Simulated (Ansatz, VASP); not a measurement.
ZnSe in VASP and in Ansatz

File POSCAR:

```
ZnSe
1.0
    3.3251530431      0.0000000000      0.0000000000
    0.0000000000      3.3251530431      0.0000000000
    0.0000000000      0.0000000000      3.3251530431
Zn Se
1 1
Direct
    0.0000000000      0.0000000000      0.0000000000
    0.5000000000      0.5000000000      0.5000000000
```

Contents of INCAR.step1:

```
SYSTEM = ZnSe
ALGO = Normal
EDIFF = 1E-5
ENCUT = 520
GGA = PE
ISIF = 2
ISMEAR = -1
LASPH = .TRUE.
LCHARG = .FALSE.
LREAL = .FALSE.
LWAVE = .TRUE.
NBANDS = 16
NELM = 100
PREC = Accurate
SIGMA = 0.02
```

Contents of INCAR.step2:

```
SYSTEM = ZnSe
ALGO = Normal
EDIFF = 1E-6
ENCUT = 520
GGA = PE
HFSCREEN = 0.2079
ISIF = 2
ISMEAR = -1
ISTART = 1
LASPH = .TRUE.
LCHARG = .FALSE.
LHFCALC = .TRUE.
LREAL = .FALSE.
LWAVE = .FALSE.
NBANDS = 16
NELM = 100
PREC = Accurate
PRECFOCK = Normal
SIGMA = 0.02
```

Contents of KPOINTS:

```
k-points
0
G
  4 4 4
  0 0 0
```

Input for Ansatz:

```yaml
crystal:
  lattice:
    - [3.3251530431, 0.0, 0.0]
    - [0.0, 3.3251530431, 0.0]
    - [0.0, 0.0, 3.3251530431]
  atoms:
    - { symbol: Zn, position: [0.0, 0.0, 0.0] }
    - { symbol: Se, position: [0.5, 0.5, 0.5] }
kpoints:
  mp_grid: { grid: [4, 4, 4] }
hamiltonian:
  xc: hse06
scf:
  occupations: { method: fermi_dirac, width: 0.02 }
  n_extra_bands: 4
output:
  forces: true
  stress: true
  eigenvalues: true
```

Alike in both runs: task single point; functional HSE06; k mesh 4 × 4 × 4; occupations fermi-dirac, width 0.02 eV; no spin polarisation.

|  | VASP | Ansatz |
| --- | --- | --- |
| version | VASP 6.6.1 | Ansatz 0.2.0 |
| potentials or method | VASP PAW PBE potentials, release 64 (Zn, Se) | plane waves, PAW |
| plane-wave cutoff (eV) | 520 | 420 |
| valence electrons in the cell | 18 | 28 |

|  | VASP | Ansatz | Ansatz less VASP |
| --- | --- | --- | --- |
| pressure (GPa) | 1.6 | 1.7 | +0.10 |

The functional is the same, so the differences come from potentials, cutoffs and numerics. VASP's potentials hold 18 valence electrons a cell and Ansatz's 28, so a difference there can come from the potentials and not from the codes. Ansatz's warnings: filled band counts differ across k points, stress exchange threshold loose, stress scf threshold loose.

The k mesh is coarse, so the values compare programs but aren't converged.
